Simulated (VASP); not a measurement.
Wanted: the native input for a VASP 6.6.1 run.

```
Task                   : relaxation of cell and atoms
Functional             : PBE
Potentials or basis    : VASP PAW PBE potentials, release 64 (V_sv)
Cutoff                 : 600 eV
k mesh                 : 60 × 60 × 60
Occupations            : gaussian, width 0.1 eV
Spin                   : no spin polarisation
Dipole correction      : no
Further INCAR settings : ALGO = Fast; EDIFF = 1e-07; IBRION = 2; EDIFFG = -0.003; NSW = 80; ISIF = 3
```

The structure of V lies in POSCAR:

```
V
1.0
   -1.5000000000      1.5000000000      1.5000000000
    1.5000000000     -1.5000000000      1.5000000000
    1.5000000000      1.5000000000     -1.5000000000
V
1
Direct
    0.0000000000      0.0000000000      0.0000000000
```

One way to write it, as run:

INCAR

```
SYSTEM = V
PREC     = Accurate       ! precision mode
ENCUT    = 600            ! plane-wave cutoff, eV
EDIFF    = 1E-7           ! SCF threshold, eV
ISMEAR   = 0              ! smearing method
SIGMA    = 0.1            ! smearing width, eV
LREAL    = .FALSE.        ! projectors in reciprocal space
LASPH    = .TRUE.         ! aspherical terms in the spheres
NELM     = 60             ! most SCF steps
ALGO     = Fast           ! electronic algorithm
ISIF     = 3              ! what is computed and relaxed
LWAVE    = .FALSE.        ! write WAVECAR
LCHARG   = .FALSE.        ! write CHGCAR
GGA      = PE             ! functional
IBRION   = 2              ! ionic algorithm
NSW      = 80             ! ionic steps
EDIFFG   = -0.003         ! ionic threshold
```

KPOINTS

```
regular mesh
0
G
  60 60 60
  0 0 0
```

Potentials or basis: VASP PAW PBE potentials, release 64 (V_sv).

Command:

```sh
$ cat potpaw_PBE.64/V_sv/POTCAR > POTCAR
$ mpirun -np 1 vasp_std > vasp.out
```

It gave:

| Quantity | Value |
| --- | --- |
| Relaxed volume | 13.47 Å³/atom |
| Relaxed cell | a = 2.596 Å, b = 2.596 Å, c = 2.596 Å, α = 109.47°, β = 109.47°, γ = 109.47° |
| Space group after relaxing (to 0.1 Å) | Im-3m (No. 229) |
| Energy gained by relaxing | 0.0 meV/atom |
| Ionic steps | 3 |
| Pressure after relaxing | 0.0 GPa |
| Band gap on the k mesh | zero (an odd number of electrons rules out a gap without spin polarisation) |

It took 33 min on 1 thread of Oxide Virtual Turin-like Processor (shared host), peak memory 0.96 GiB.
